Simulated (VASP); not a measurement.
# Al (Pm-3m) in VASP: further runs

The runs below take Al through single point, with PBEsol.

All numbers are computed with VASP 6.6.1; they aren't measurements. Logs are shortened: lines on timing, memory, paths and dates and some standing lists are left out, and cuts for length are marked.

## (1) The cell of the first run

The structure is cubic, space group Pm-3m (No. 221). Conventional cell: a = 2.683 Å, b = 2.683 Å, c = 2.683 Å, α = 90.00°, β = 90.00°, γ = 90.00°. Al (site symmetry m-3m) has 6 Al at 2.68 Å within 3.5 Å.

This isn't the form of Al at room conditions, which is fcc.

## (2) Single point, PBEsol

Contents of INCAR:

```
SYSTEM = Al
ALGO     = Normal         ! electronic algorithm
EDIFF    = 1E-6           ! SCF threshold, eV
ENCUT    = 500            ! plane-wave cutoff, eV
GGA      = PS             ! functional
GGA_COMPAT= .False.      
ISIF     = 2              ! what is computed and relaxed
ISMEAR   = 0              ! smearing method
LASPH    = .True.         ! aspherical terms in the spheres
LCHARG   = .False.        ! write CHGCAR
LREAL    = .False.        ! projectors in reciprocal space
LWAVE    = .False.        ! write WAVECAR
NBANDS   = 8              ! bands
NELM     = 120            ! most SCF steps
PREC     = Accurate       ! precision mode
SIGMA    = 0.1            ! smearing width, eV
```

Contents of KPOINTS:

```
k-points
0
Gamma
  16 16 16
  0 0 0
```

Contents of POSCAR:

```
Al
1.0
    2.6832847811      0.0000000000      0.0000000000
    0.0000000000      2.6832847811      0.0000000000
    0.0000000000      0.0000000000      2.6832847811
Al
1
Direct
    0.0000000000      0.0000000000      0.0000000000
```

Potentials or basis: VASP PAW PBE potentials, release 64 (Al).

Command:

```bash
$ cat potpaw_PBE.64/Al/POTCAR > POTCAR
$ mpirun -np 1 vasp_std > vasp.out
```

OUTCAR:

```text
SYSTEM = Al
   EDIFF = 1E-6
   ENCUT = 500
   GGA = PS
   ISIF = 2
   ISMEAR = 0
   LASPH = .True.
   LREAL = .False.
   NELM = 120
   PREC = Accurate

 ion  position               nearest neighbor table
   1  0.000  0.000  0.000-

  LATTYP: Found a simple cubic cell.
 ALAT       =     2.6832847811

  Lattice vectors:

 A1 = (   2.6832847811,   0.0000000000,   0.0000000000)
 A2 = (   0.0000000000,   2.6832847811,   0.0000000000)
 A3 = (   0.0000000000,   0.0000000000,   2.6832847811)

Analysis of symmetry for initial positions (statically):
=====================================================================
 Subroutine PRICEL returns:
 Original cell was already a primitive cell.

 Routine SETGRP: Setting up the symmetry group for a
 simple cubic supercell.

 Subroutine GETGRP returns: Found 48 space group operations
 (whereof 48 operations were pure point group operations)
 out of a pool of 48 trial point group operations.

The static configuration has the point symmetry O_h .

Analysis of symmetry for dynamics (positions and initial velocities):
=====================================================================
 Subroutine PRICEL returns:
 Original cell was already a primitive cell.

 Routine SETGRP: Setting up the symmetry group for a
 simple cubic supercell.

 Subroutine GETGRP returns: Found 48 space group operations
 (whereof 48 operations were pure point group operations)
 out of a pool of 48 trial point group operations.

The dynamic configuration has the point symmetry O_h .

 Subroutine INISYM returns: Found 48 space group operations
 (whereof 48 operations are pure point group operations),
 and found     1 'primitive' translations

----------------------------------------------------------------------------------------

                                     Primitive cell

  volume of cell :      19.3197

  direct lattice vectors                    reciprocal lattice vectors
     2.683284781  0.000000000  0.000000000     0.372677551  0.000000000  0.000000000
     0.000000000  2.683284781  0.000000000     0.000000000  0.372677551  0.000000000
     0.000000000  0.000000000  2.683284781     0.000000000  0.000000000  0.372677551

  length of vectors
     2.683284781  2.683284781  2.683284781     0.372677551  0.372677551  0.372677551

  position of ions in fractional coordinates (direct lattice)
     0.000000000  0.000000000  0.000000000

  ion indices of the primitive-cell ions
   primitive index   ion index
                 1           1

----------------------------------------------------------------------------------------

 KPOINTS: k-points

Automatic generation of k-mesh.
 Grid dimensions read from file:
 generate k-points for:   16   16   16

 Generating k-lattice:

  Cartesian coordinates                     Fractional coordinates (reciprocal lattice)
     0.023292347  0.000000000  0.000000000     0.062500000  0.000000000  0.000000000
     0.000000000  0.023292347  0.000000000     0.000000000  0.062500000  0.000000000
     0.000000000  0.000000000  0.023292347     0.000000000  0.000000000  0.062500000

  Length of vectors
     0.023292347  0.023292347  0.023292347

  Shift w.r.t. Gamma in fractional coordinates (k-lattice)
     0.000000000  0.000000000  0.000000000

 Subroutine IBZKPT returns following result:
 ===========================================

 Found    165 irreducible k-points:

 Following reciprocal coordinates:
            Coordinates               Weight
  0.000000  0.000000  0.000000      1.000000
  0.062500  0.000000  0.000000      6.000000
  0.125000  0.000000  0.000000      6.000000
  0.187500  0.000000  0.000000      6.000000
  0.250000  0.000000  0.000000      6.000000
  0.312500  0.000000  0.000000      6.000000
[... 16 lines left out ...]
  0.437500  0.125000  0.000000     24.000000
  0.500000  0.125000  0.000000     12.000000
 [... further k-points ...]
   k-points           NKPTS =    165   k-points in BZ     NKDIM =    165   number of bands    NBANDS=      8
   number of dos      NEDOS =    301   number of ions     NIONS =      1
   total plane-waves  NPLWV =   8000
   dimension x,y,z NGX =    20 NGY =   20 NGZ =   20
   dimension x,y,z NGXF=    40 NGYF=   40 NGZF=   40
   ions per type =               1
   NGX,Y,Z   is equivalent  to a cutoff of  12.39, 12.39, 12.39 a.u.
   NGXF,Y,Z  is equivalent  to a cutoff of  24.78, 24.78, 24.78 a.u.
 SYSTEM =  Al
   PREC   = accura    normal or accurate (medium, high low for compatibility)
   ISTART =      0    job   : 0-new  1-cont  2-samecut
   ICHARG =      2    charge: 1-file 2-atom 10-const
   ISPIN  =      1    spin polarized calculation?
   LNONCOLLINEAR =      F non collinear calculations
   LSORBIT =      F    spin-orbit coupling
   LASPH  =      T    aspherical Exc in radial PAW
   ENCUT  =  500.0 eV  36.75 Ry    6.06 a.u.   4.89  4.89  4.89*2*pi/ulx,y,z
   NELM   =    120;   NELMIN=  2; NELMDL= -5     # of ELM steps
   EDIFF  = 0.1E-05   stopping-criterion for ELM
   LREAL  =      F    real-space projection
   EDIFFG = 0.1E-04   stopping-criterion for IOM
   NSW    =      0    number of steps for IOM
   IBRION =     -1    ionic relax: 0-MD 1-quasi-New 2-CG
   NFREE  =      0    steps in history (QN), initial steepest desc. (CG)
   ISIF   =      2    stress and relaxation
   ISYM   =      2    0-nonsym 1-usesym 2-fastsym
   POTIM  = 0.5000    time-step for ionic-motion
   TEBEG  =    0.0;   TEEND  =   0.0 temperature during run
   PSTRESS=    0.0 pullay stress
   NELECT =       3.0000    total number of electrons
   NUPDOWN=      -1.0000    fix difference up-down
   EMIN   =  10.00;   EMAX   =-10.00  energy-range for DOS
   EFERMI =   0.00;   METHOD = LEGACY
   ISMEAR =     0;   SIGMA  =   0.10  broadening in eV -4-tet -1-fermi 0-gaus
   EFERMI_NEDOS =   21; number of points for ismear=-14 and -15
   IALGO  =     38    algorithm
   IMIX   =      4    mixing-type and parameters
     AMIX     =   0.40;   BMIX     =  1.00
     AMIX_MAG =   1.60;   BMIX_MAG =  1.00
  volume/ion in A,a.u.               =      19.32       130.38
  Fermi-wavevector in a.u.,A,eV,Ry     =   0.879931  1.662828 10.534693  0.774278
  Thomas-Fermi vector in A             =   2.000222
   LORBIT       =      0    0 simple, 1 ext, 2 COOP (PROOUT), +10 PAW based schemes
   GGA     = PS    functional components
   LHFCALC =     F    Hartree Fock is set to
   AEXX    =    0.0000 exact exchange contribution
   IVDW    =     0    specifies the selected vdW correction
   LEPSILON=     F    determine dielectric tensor
   LRPA    =     F    only Hartree local field effects (RPA)
 non-spin polarized calculation
 Gauss-broadening in eV      SIGMA  =   0.10
  energy-cutoff  :      500.00
  volume of cell :       19.32
 maximum number of plane-waves:       504
 NGX is ok and might be reduce to    20
   NGX =  9   NGY =  9   NGZ =  9

 number of electron       3.0000000 magnetization

 Free energy of the ion-electron system (eV)
  ---------------------------------------------------
  ext. energy  EPLUGINS =         0.00000000
  ---------------------------------------------------
  free energy    TOTEN  =        -3.68620427 eV

  energy without entropy =       -3.68424531  energy(sigma->0) =       -3.68522479

 E-fermi :   5.9647     XC(G=0):  -9.6400

 val. band max:        5.9374721256   @ k =   0.5000   0.5000   0.0625
 cond. band min:       5.9957159308   @ k =   0.3750   0.3125   0.1250
 fundamental gap:      0.0582438052
 Fermi energy:         5.9647476185

 k-point     1 :       0.0000    0.0000    0.0000
  band No.  band energies     occupation
      1      -3.8162      2.00000
      2      14.0715      0.00000
      3      14.0715      0.00000
      4      15.4134      0.00000
      5      15.4134      0.00000
      6      15.4134      0.00000
      7      21.8301      0.00000
      8      30.4715      0.00000

 k-point     2 :       0.0625    0.0000    0.0000
  band No.  band energies     occupation
      1      -3.7367      2.00000
      2      12.7257      0.00000
      3      14.1384      0.00000
      4      15.4798      0.00000
      5      15.4798      0.00000
      6      16.6022      0.00000
      7      22.1628      0.00000
      8      29.8119      0.00000

 k-point     3 :       0.1250    0.0000    0.0000
  band No.  band energies     occupation
      1      -3.4986      2.00000
      2      10.8594      0.00000
      3      14.3369      0.00000
      4      15.6791      0.00000
      5      15.6791      0.00000
      6      17.9678      0.00000
      7      23.1775      0.00000
      8      28.3863      0.00000

 k-point     4 :       0.1875    0.0000    0.0000
  band No.  band energies     occupation
      1      -3.1030      2.00000
      2       9.0031      0.00000
      3      14.6594      0.00000
      4      16.0108      0.00000
      5      16.0108      0.00000
      6      19.0312      0.00000
      7      24.7689      0.00000
      8      26.7723      0.00000

 k-point     5 :       0.2500    0.0000    0.0000
  band No.  band energies     occupation
      1      -2.5521      2.00000
      2       7.2236      0.00000
      3      15.0897      0.00000
      4      16.4741      0.00000
      5      16.4741      0.00000
      6      19.9188      0.00000
      7      25.1766      0.00000
      8      25.1766      0.00000
[... 177 lines left out ...]
 k-point    22 :       0.3750    0.1250    0.0000
  band No.  band energies     occupation
      1      -0.6896      2.00000
      2       4.2947      2.00000
      3      13.4608      0.00000
      4      17.8944      0.00000
      5      18.0348      0.00000
      6      20.2961      0.00000
      7      22.5412      0.00000
      8      23.4504      0.00000

 k-point    23 :       0.4375    0.1250    0.0000
  band No.  band energies     occupation
      1       0.2755      2.00000
      2       2.9115      2.00000
      3      14.1407      0.00000
      4      17.3158      0.00000
      5      18.8217      0.00000
      6      20.3835      0.00000
      7      21.3581      0.00000
      8      23.4208      0.00000

 k-point    24 :       0.5000    0.1250    0.0000
  band No.  band energies     occupation
      1       1.0372      2.00000
      2       2.0100      2.00000
      3      14.4936      0.00000
      4      16.9326      0.00000
      5      19.3537      0.00000
      6      20.5528      0.00000
      7      20.6933      0.00000
      8      23.2639      0.00000

 [... further k-points ...]

------------------------ aborting loop because EDIFF is reached ----------------------------------------

  FORCE on cell =-STRESS in cart. coord.  units (eV):
  Direction    XX          YY          ZZ          XY          YZ          ZX
  --------------------------------------------------------------------------------------
  -------------------------------------------------------------------------------------
  Total        0.1648396      0.1648396      0.1648396      0.0000000     -0.0000000      0.0000000
  in kB       13.6701014     13.6701014     13.6701014      0.0000000     -0.0000000      0.0000000
  external PRESSURE =      13.6701014 kB  Pullay stress =       0.0000000 kB

 VOLUME and BASIS-vectors are now :
 -----------------------------------------------------------------------------
  energy-cutoff  :      500.00
  volume of cell :       19.32
      direct lattice vectors                 reciprocal lattice vectors
     2.683284781  0.000000000  0.000000000     0.372677551  0.000000000  0.000000000
     0.000000000  2.683284781  0.000000000     0.000000000  0.372677551  0.000000000
     0.000000000  0.000000000  2.683284781     0.000000000  0.000000000  0.372677551

 POSITION                                       TOTAL-FORCE (eV/Angst)
 -----------------------------------------------------------------------------------
      0.00000      0.00000      0.00000         0.000000      0.000000      0.000000
 -----------------------------------------------------------------------------------
    total drift:                               -0.000000      0.000000      0.000000

  FREE ENERGIE OF THE ION-ELECTRON SYSTEM (eV)
  ---------------------------------------------------
  free  energy   TOTEN  =        -3.6862042659 eV

  energy  without entropy=       -3.6842453136  energy(sigma->0) =       -3.68522479
```

Wall time 9.3 s (1 thread of Intel Xeon Platinum 8259CL at 2.50GHz (Skylake/Cascade Lake), shared host); peak memory 0.13 GiB.

Results:

```yaml
Free_energy: -3.6862 eV
Pressure: 1.4 GPa
Band_gap_on_the_k_mesh: zero (an odd number of electrons rules out a gap without spin polarisation)
```

Levels at points of the mesh, in eV from the Fermi level:
| k point | band 1 | band 2 | band 3 | band 4 | band 5 |
| --- | --- | --- | --- | --- | --- |
| (0.00, 0.00, 0.00) | -9.78 | 8.11 | 8.11 | 9.45 | 9.45 |
| (0.50, 0.00, 0.00) | -5.24 | -4.25 | 10.75 | 13.15 | 13.15 |
| (0.50, 0.50, 0.00) | -0.54 | -0.54 | -0.10 | 2.09 | 16.92 |
| (0.50, 0.50, 0.50) | 3.03 | 3.03 | 3.03 | 5.60 | 5.60 |

Caveat: the PAW data sets were made with another functional, which shifts forces and pressure a little.

## (3) Single point, PBEsol

This run uses another cell than the first one, of 19.71 Å³/atom.

Contents of INCAR:

```
PREC = Accurate
ENCUT = 500
EDIFF = 1E-6
ISMEAR = 0
SIGMA = 0.1
LREAL = False
LASPH = True
NELM = 120
ALGO = Normal
ISIF = 2
LWAVE = False
LCHARG = False
GGA = PS
NBANDS = 8
GGA_COMPAT = False
```

Contents of KPOINTS:

```
Automatic mesh
0
Gamma
  16 16 16
```

Contents of POSCAR:

```
Al
1.0
    2.7014156337      0.0000000000      0.0000000000
    0.0000000000      2.7014156337      0.0000000000
    0.0000000000      0.0000000000      2.7014156337
Al
1
Direct
    0.0000000000      0.0000000000      0.0000000000
```

Potentials or basis: VASP PAW PBE potentials, release 64 (Al).

Command:

```bash
$ cat potpaw_PBE.64/Al/POTCAR > POTCAR
$ mpirun -np 1 vasp_std > vasp.out
```

It took 8.7 s on 1 thread of Intel Xeon Platinum 8259CL at 2.50GHz (Skylake/Cascade Lake), shared host; peak memory 0.13 GiB.

Results (log left out):

```
Free energy            : -3.6880 eV
Pressure               : 0.1 GPa
Band gap on the k mesh : zero (an odd number of electrons rules out a gap without spin polarisation)
```

Levels at points of the mesh, in eV from the Fermi level:
| k point | band 1 | band 2 | band 3 | band 4 | band 5 | band 6 |
| --- | --- | --- | --- | --- | --- | --- |
| (0.00, 0.00, 0.00) | -9.66 | 8.06 | 8.06 | 9.29 | 9.29 | 9.29 |
| (0.50, 0.00, 0.00) | -5.21 | -4.17 | 10.66 | 12.91 | 12.91 | 14.33 |
| (0.50, 0.50, 0.00) | -0.54 | -0.54 | -0.18 | 2.13 | 16.57 | 16.97 |
| (0.50, 0.50, 0.50) | 2.96 | 2.96 | 2.96 | 5.59 | 5.59 | 5.59 |

Caveat: the PAW data sets were made with another functional, which shifts forces and pressure a little.

[end of part 1 of 2]
